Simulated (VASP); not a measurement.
Here is a VASP 6.6.1 calculation.

INCAR

```
PREC = Accurate ; ENCUT = 520
EDIFF = 1E-6 ; ISMEAR = -1
SIGMA = 0.02 ; LREAL = False
LASPH = True ; NELM = 60
ALGO = Normal ; ISIF = 2
LWAVE = False ; LCHARG = False
GGA = PE ; NBANDS = 15
```

The input KPOINTS:

```
regular mesh
0
Gamma
  9 9 9
```

The input POSCAR:

```
KF
1.0
    3.2589550000      0.0000000000      0.0000000000
    0.0000000000      3.2589550000      0.0000000000
    0.0000000000      0.0000000000      3.2589550000
K F
1 1
Direct
    0.0000000000      0.0000000000      0.0000000000
    0.5000000000      0.5000000000      0.5000000000
```

Potentials or basis: VASP PAW PBE potentials, release 64 (K_sv, F).

The run is started by

```bash
$ cat potpaw_PBE.64/K_sv/POTCAR potpaw_PBE.64/F/POTCAR > POTCAR
$ mpirun -np 1 vasp_std > vasp.out
```

(1) Predict the pressure.

(2) Predict the band gap on the k mesh.

Results:

(1) 0.0 GPa.

(2) 6.27 eV, indirect (least direct gap 6.31 eV).
